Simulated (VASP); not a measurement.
# Si in VASP: notebook

Si is run at these levels: PBE+D3(BJ); tasks: single point.

All numbers are computed with VASP 6.6.1; they aren't measurements. Logs are shortened: lines on timing, memory, paths and dates and some standing lists are left out, and cuts for length are marked.

### Step 1. The cell of the first run

The cell holds a slab with vacuum, 4 atoms: a = 3.848 Å, b = 3.848 Å, c = 18.442 Å, α = 90.00°, β = 90.00°, γ = 120.00°.

### Step 2. Single point, PBE+D3(BJ)

Contents of INCAR:

```
SYSTEM = Si
PREC = Accurate
ENCUT = 520
EDIFF = 1E-7
ISMEAR = 0
SIGMA = 0.1
LREAL = .False.
LASPH = .True.
NELM = 80
ALGO = Normal
ISIF = 2
LWAVE = .False.
LCHARG = .False.
LDIPOL = .True.
IDIPOL = 3
DIPOL = 0.5 0.5 0.373
GGA = PE
IVDW = 12
NBANDS = 16
```

Contents of KPOINTS:

```
regular mesh
0
Gamma
  9 9 1
  0 0 0
```

Contents of POSCAR:

```
Si
1.0
    3.8475254748      0.0000000000      0.0000000000
   -1.9237627374      3.3320548028      0.0000000000
    0.0000000000      0.0000000000     18.4415958287
Si
4
Direct
    0.3333333333      0.6666666667      0.2695427207
    0.6666666667      0.3333333333      0.2440135898
    0.0000000000      1.0000000000      0.5011277719
    0.3333333333      0.6666666667      0.4755986410
```

Potentials or basis: VASP PAW PBE potentials, release 64 (Si).

Launch:

```
$ cat potpaw_PBE.64/Si/POTCAR > POTCAR
$ mpirun -np 1 vasp_std > vasp.out
```

OUTCAR:

```text
SYSTEM = Si
   PREC = Accurate
   ENCUT = 520
   EDIFF = 1E-7
   ISMEAR = 0
   LREAL = .False.
   LASPH = .True.
   NELM = 80
   ISIF = 2
   GGA = PE
   IVDW = 12
 IVDW          = 12

 ion  position               nearest neighbor table
   1  0.333  0.667  0.270-   2 2.27   2 2.27   2 2.27
   2  0.667  0.333  0.244-   1 2.27   1 2.27   1 2.27
   3  0.000  0.000  0.501-   4 2.27   4 2.27   4 2.27
   4  0.333  0.667  0.476-   3 2.27   3 2.27   3 2.27

  LATTYP: Found a hexagonal cell.
 ALAT       =     3.8475254748
 C/A-ratio  =     4.7931055816

  Lattice vectors:

 A1 = (   3.8475254748,   0.0000000000,   0.0000000000)
 A2 = (  -1.9237627374,   3.3320548028,   0.0000000000)
 A3 = (   0.0000000000,   0.0000000000,  18.4415958287)

Analysis of symmetry for initial positions (statically):
=====================================================================
 Subroutine PRICEL returns:
 Original cell was already a primitive cell.

 Routine SETGRP: Setting up the symmetry group for a
 hexagonal supercell.

 Subroutine GETGRP returns: Found 12 space group operations
 (whereof  6 operations were pure point group operations)
 out of a pool of 24 trial point group operations.

The static configuration has the point symmetry C_3v.
 The point group associated with its full space group is D_3d.

Analysis of symmetry for dynamics (positions and initial velocities):
=====================================================================
 Subroutine PRICEL returns:
 Original cell was already a primitive cell.

 Routine SETGRP: Setting up the symmetry group for a
 hexagonal supercell.

 Subroutine GETGRP returns: Found 12 space group operations
 (whereof  6 operations were pure point group operations)
 out of a pool of 24 trial point group operations.

The dynamic configuration has the point symmetry C_3v.
 The point group associated with its full space group is D_3d.

 Subroutine INISYM returns: Found 12 space group operations
 (whereof  6 operations are pure point group operations),
 and found     1 'primitive' translations

----------------------------------------------------------------------------------------

                                     Primitive cell

  volume of cell :     236.4243

  direct lattice vectors                    reciprocal lattice vectors
     3.847525475  0.000000000  0.000000000     0.259907311  0.150057556  0.000000000
    -1.923762737  3.332054803  0.000000000     0.000000000  0.300115112  0.000000000
     0.000000000  0.000000000 18.441595829     0.000000000  0.000000000  0.054225242

  length of vectors
     3.847525475  3.847525475 18.441595829     0.300115112  0.300115112  0.054225242

  position of ions in fractional coordinates (direct lattice)
     0.333333333  0.666666667  0.269542721
     0.666666667  0.333333333  0.244013590
     0.000000000  0.000000000  0.501127772
     0.333333333  0.666666667  0.475598641

  ion indices of the primitive-cell ions
   primitive index   ion index
                 1           1
                 2           2
                 3           3
                 4           4

----------------------------------------------------------------------------------------

 KPOINTS: regular mesh

Automatic generation of k-mesh.
 Grid dimensions read from file:
 generate k-points for:    9    9    1

 Generating k-lattice:

  Cartesian coordinates                     Fractional coordinates (reciprocal lattice)
     0.028878590  0.016673062  0.000000000     0.111111111  0.000000000  0.000000000
     0.000000000  0.033346124  0.000000000     0.000000000  0.111111111  0.000000000
     0.000000000  0.000000000  0.054225242     0.000000000  0.000000000  1.000000000

  Length of vectors
     0.033346124  0.033346124  0.054225242

  Shift w.r.t. Gamma in fractional coordinates (k-lattice)
     0.000000000  0.000000000  0.000000000

 Subroutine IBZKPT returns following result:
 ===========================================

 Found     12 irreducible k-points:

 Following reciprocal coordinates:
            Coordinates               Weight
  0.000000  0.000000  0.000000      1.000000
  0.111111  0.000000  0.000000      6.000000
  0.222222  0.000000  0.000000      6.000000
  0.333333  0.000000  0.000000      6.000000
  0.444444  0.000000  0.000000      6.000000
  0.111111  0.111111  0.000000      6.000000
  0.222222  0.111111  0.000000     12.000000
  0.333333  0.111111  0.000000     12.000000
  0.444444  0.111111  0.000000      6.000000
  0.222222  0.222222  0.000000      6.000000
  0.333333  0.222222  0.000000     12.000000
  0.333333  0.333333  0.000000      2.000000
   k-points           NKPTS =     12   k-points in BZ     NKDIM =     12   number of bands    NBANDS=     16
   number of dos      NEDOS =    301   number of ions     NIONS =      4
   total plane-waves  NPLWV = 126000
   dimension x,y,z NGX =    30 NGY =   30 NGZ =  140
   dimension x,y,z NGXF=    60 NGYF=   60 NGZF=  280
   ions per type =               4
   NGX,Y,Z   is equivalent  to a cutoff of  12.96, 12.96, 12.62 a.u.
   NGXF,Y,Z  is equivalent  to a cutoff of  25.93, 25.93, 25.24 a.u.
 SYSTEM =  Si
   PREC   = accura    normal or accurate (medium, high low for compatibility)
   ISTART =      0    job   : 0-new  1-cont  2-samecut
   ICHARG =      2    charge: 1-file 2-atom 10-const
   ISPIN  =      1    spin polarized calculation?
   LNONCOLLINEAR =      F non collinear calculations
   LSORBIT =      F    spin-orbit coupling
   LASPH  =      T    aspherical Exc in radial PAW
   ENCUT  =  520.0 eV  38.22 Ry    6.18 a.u.   7.15  7.15 34.29*2*pi/ulx,y,z
   NELM   =     80;   NELMIN=  2; NELMDL= -5     # of ELM steps
   EDIFF  = 0.1E-06   stopping-criterion for ELM
   LREAL  =      F    real-space projection
   EDIFFG = 0.1E-05   stopping-criterion for IOM
   NSW    =      0    number of steps for IOM
   IBRION =     -1    ionic relax: 0-MD 1-quasi-New 2-CG
   NFREE  =      0    steps in history (QN), initial steepest desc. (CG)
   ISIF   =      2    stress and relaxation
   ISYM   =      2    0-nonsym 1-usesym 2-fastsym
   POTIM  = 0.5000    time-step for ionic-motion
   TEBEG  =    0.0;   TEEND  =   0.0 temperature during run
   PSTRESS=    0.0 pullay stress
   NELECT =      16.0000    total number of electrons
   NUPDOWN=      -1.0000    fix difference up-down
   EMIN   =  10.00;   EMAX   =-10.00  energy-range for DOS
   EFERMI =   0.00;   METHOD = LEGACY
   ISMEAR =     0;   SIGMA  =   0.10  broadening in eV -4-tet -1-fermi 0-gaus
   EFERMI_NEDOS =   21; number of points for ismear=-14 and -15
   IALGO  =     38    algorithm
   IMIX   =      4    mixing-type and parameters
     AMIX     =   0.40;   BMIX     =  1.00
     AMIX_MAG =   1.60;   BMIX_MAG =  1.00
  volume/ion in A,a.u.               =      59.11       398.87
  Fermi-wavevector in a.u.,A,eV,Ry     =   0.667141  1.260713  6.055637  0.445077
  Thomas-Fermi vector in A             =   1.741657
   LORBIT       =      0    0 simple, 1 ext, 2 COOP (PROOUT), +10 PAW based schemes
   GGA     = PE    functional components
   LHFCALC =     F    Hartree Fock is set to
   AEXX    =    0.0000 exact exchange contribution
   IVDW    =    12    specifies the selected vdW correction
   LEPSILON=     F    determine dielectric tensor
   LRPA    =     F    only Hartree local field effects (RPA)
 non-spin polarized calculation
 Gauss-broadening in eV      SIGMA  =   0.10
  energy-cutoff  :      520.00
  volume of cell :      236.42
 maximum number of plane-waves:      6399
 NGX is ok and might be reduce to    30
   NGX = 15   NGY = 15   NGZ = 69

 dipolmoment           0.000000      0.000000      0.000021 electrons x Angstroem

 number of electron      16.0000002 magnetization

 dipolmoment           0.000000      0.000000     -0.000000 electrons x Angstroem

 Free energy of the ion-electron system (eV)
  ---------------------------------------------------
  ext. energy  EPLUGINS =         0.00000000
  ---------------------------------------------------
  free energy    TOTEN  =       -19.23223407 eV

  energy without entropy =      -19.22944795  energy(sigma->0) =      -19.23084101

 E-fermi :  -1.0219     XC(G=0):  -4.1973

 val. band max:       -1.0219327415   @ k =   0.3333   0.3333   0.0000
 cond. band min:      -1.0219305708   @ k =   0.3333   0.3333   0.0000
 fundamental gap:      0.0000021707
 Fermi energy:        -1.0219316520

 k-point     1 :       0.0000    0.0000    0.0000
  band No.  band energies     occupation
      1     -12.1862      2.00000
      2     -12.0504      2.00000
      3      -4.7409      2.00000
      4      -3.6796      2.00000
      5      -2.2245      2.00000
      6      -2.2245      2.00000
[... 8 lines left out ...]
     15       2.0304      0.00000
     16       2.6695      0.00000

 k-point     2 :       0.1111    0.0000    0.0000
  band No.  band energies     occupation
      1     -12.0405      2.00000
      2     -11.9052      2.00000
      3      -4.6357      2.00000
      4      -3.6406      2.00000
      5      -3.2033      2.00000
      6      -3.0812      2.00000
[... 8 lines left out ...]
     15       2.5715      0.00000
     16       2.7730      0.00000

 k-point     3 :       0.2222    0.0000    0.0000
  band No.  band energies     occupation
      1     -11.6093      2.00000
      2     -11.4756      2.00000
      3      -5.1233      2.00000
      4      -4.9638      2.00000
      5      -4.0099      2.00000
      6      -3.0659      2.00000
[... 8 lines left out ...]
     15       3.8396      0.00000
     16       3.8808      0.00000
[... 134 lines left out ...]
 k-point    11 :       0.3333    0.2222    0.0000
  band No.  band energies     occupation
      1      -9.6837      2.00000
      2      -9.5726      2.00000
      3      -8.1169      2.00000
      4      -8.0378      2.00000
      5      -5.0869      2.00000
      6      -5.0457      2.00000
[... 8 lines left out ...]
     15       4.7539      0.00000
     16       5.0880      0.00000

 k-point    12 :       0.3333    0.3333    0.0000
  band No.  band energies     occupation
      1      -8.9244      2.00000
      2      -8.8153      2.00000
      3      -8.8153      2.00000
      4      -8.7472      2.00000
      5      -5.4780      2.00000
      6      -5.4780      2.00000
[... 8 lines left out ...]
     15       5.0354      0.00000
     16       5.3574      0.00000

------------------------ aborting loop because EDIFF is reached ----------------------------------------

 vacuum level on the upper side and lower side of the slab       (xc-potential included)        -0.092        -0.093

 Edisp (eV)   -0.99169

 E8    (eV) :    -0.4214

  FORCE on cell =-STRESS in cart. coord.  units (eV):
  Direction    XX          YY          ZZ          XY          YZ          ZX
  --------------------------------------------------------------------------------------
  -------------------------------------------------------------------------------------
  Total      -0.04968    -0.04968    -1.27813     0.00000     0.00000     0.00000
  in kB      -0.33669    -0.33669    -8.66154     0.00000     0.00000     0.00000
  external pressure =       -3.11 kB  Pullay stress =        0.00 kB

 VOLUME and BASIS-vectors are now :
 -----------------------------------------------------------------------------
  energy-cutoff  :      520.00
  volume of cell :      236.42
      direct lattice vectors                 reciprocal lattice vectors
     3.847525475  0.000000000  0.000000000     0.259907311  0.150057556  0.000000000
    -1.923762737  3.332054803  0.000000000     0.000000000  0.300115112  0.000000000
     0.000000000  0.000000000 18.441595829     0.000000000  0.000000000  0.054225242

 POSITION                                       TOTAL-FORCE (eV/Angst)
 -----------------------------------------------------------------------------------
     -0.00000      2.22137      4.97080         0.000000      0.000000      0.311533
      1.92376      1.11068      4.50000        -0.000000      0.000000      0.015065
      0.00000      0.00000      9.24160        -0.000000     -0.000000     -0.015065
     -0.00000      2.22137      8.77080        -0.000000     -0.000000     -0.311533
 -----------------------------------------------------------------------------------
    total drift:                               -0.000000      0.000000     -0.000008

  FREE ENERGIE OF THE ION-ELECTRON SYSTEM (eV)
  ---------------------------------------------------
  free  energy   TOTEN  =       -20.2239279599 eV

  energy  without entropy=      -20.2211418374  energy(sigma->0) =      -20.22253490

 vacuum level on the upper side and lower side of the slab         3.538         3.539
```

It took 97 s on 1 thread of Intel Xeon 6975P-C, shared host; peak memory 0.35 GiB.

What came out:

* Free energy: -20.2239 eV
* Largest force: 0.312 eV/Å
* Band gap on the k mesh: zero (filled and empty bands touch)
* Dispersion energy per atom: -0.248 eV

Forces in eV/Å, atoms in the order of the input:
```
Si   0.000  0.000  0.312
Si   0.000  0.000  0.015
Si   0.000  0.000 -0.015
Si   0.000  0.000 -0.312
```

### Step 3. Single point, PBE+D3(BJ) (layers slid over each other)

Contents of INCAR:

```
ALGO = Normal
DIPOL = 0.5 0.5 0.373
EDIFF = 1E-7
ENCUT = 520
GGA = PE
IDIPOL = 3
ISIF = 2
ISMEAR = 0
IVDW = 12
LASPH = True
LCHARG = False
LDIPOL = True
LREAL = False
LWAVE = False
NBANDS = 16
NELM = 60
PREC = Accurate
SIGMA = 0.1
```

Contents of KPOINTS:

```
k-points
0
Gamma
  9 9 1
```

POSCAR, as its differences from that of step 2:

```diff
@@ -10,3 +10,3 @@
     0.6666666667      0.3333333333      0.2440135898
-    0.0000000000      1.0000000000      0.5011277719
-    0.3333333333      0.6666666667      0.4755986410
+    0.3333333333      1.6666666667      0.5011277719
+    0.6666666667      1.3333333333      0.4755986410
```

Potentials or basis: VASP PAW PBE potentials, release 64 (Si).

Launch:

```
$ cat potpaw_PBE.64/Si/POTCAR > POTCAR
$ mpirun -np 1 vasp_std > vasp.out
```

OUTCAR:

```text
EDIFF = 1E-7
   ENCUT = 520
   GGA = PE
   ISIF = 2
   ISMEAR = 0
   IVDW = 12
   LASPH = True
   LREAL = False
   NELM = 60
   PREC = Accurate
 IVDW          = 12

 ion  position               nearest neighbor table
   1  0.333  0.667  0.270-   2 2.27   2 2.27   2 2.27
   2  0.667  0.333  0.244-   1 2.27   1 2.27   1 2.27
   3  0.333  0.667  0.501-   4 2.27   4 2.27   4 2.27
   4  0.667  0.333  0.476-   3 2.27   3 2.27   3 2.27

  LATTYP: Found a hexagonal cell.
 ALAT       =     3.8475254748
[... 425 lines left out ...]
  --------------------------------------------------------------------------------------
  -------------------------------------------------------------------------------------
  Total      -0.26015    -0.26015    -0.25036     0.00000     0.00000     0.00000
  in kB      -1.76298    -1.76298    -1.69661     0.00000     0.00000     0.00000
  external pressure =       -1.74 kB  Pullay stress =        0.00 kB

 VOLUME and BASIS-vectors are now :
 -----------------------------------------------------------------------------
  energy-cutoff  :      520.00
  volume of cell :      236.42
      direct lattice vectors                 reciprocal lattice vectors
     3.847525475  0.000000000  0.000000000     0.259907311  0.150057556  0.000000000
    -1.923762737  3.332054803  0.000000000     0.000000000  0.300115112  0.000000000
     0.000000000  0.000000000 18.441595829     0.000000000  0.000000000  0.054225242

 POSITION                                       TOTAL-FORCE (eV/Angst)
 -----------------------------------------------------------------------------------
     -0.00000      2.22137      4.97080        -0.000000      0.000000      0.073145
      1.92376      1.11068      4.50000        -0.000000      0.000000     -0.010741
     -0.00000      2.22137      9.24160         0.000000     -0.000000      0.010741
      1.92376      1.11068      8.77080         0.000000     -0.000000     -0.073145
 -----------------------------------------------------------------------------------
    total drift:                                0.000000      0.000000      0.000005

  FREE ENERGIE OF THE ION-ELECTRON SYSTEM (eV)
  ---------------------------------------------------
  free  energy   TOTEN  =       -20.1170699073 eV

  energy  without entropy=      -20.1170074049  energy(sigma->0) =      -20.11703866

 vacuum level on the upper side and lower side of the slab         3.557         3.557
```

Wall time 1.8 min (1 thread of Intel Xeon 6975P-C, shared host); peak memory 0.35 GiB.

What came out:

```yaml
Free_energy: -20.1171 eV
Largest_force: 0.073 eV/Å
Band_gap_on_the_k_mesh: 0.46 eV (least direct gap 0.57 eV)
Dispersion_energy_per_atom: -0.248 eV
```

Forces in eV/Å, atoms in the order of the input:
```
Si   0.000  0.000  0.073
Si   0.000  0.000 -0.011
Si   0.000  0.000  0.011
Si   0.000  0.000 -0.073
```

Levels at points of the mesh, in eV from the valence-band top:
```tsv
k point	band 6	band 7	band 8	band 9	band 10	band 11
(0.00, 0.00, 0.00)	-0.93	-0.86	-0.86	2.23	2.41	2.62
```

Caveat: the cell differs from its parent crystal (layers slid over each other).

[end of part 1 of 2]

The gap in the log of VASP goes by the Fermi energy; the results here count the filled bands.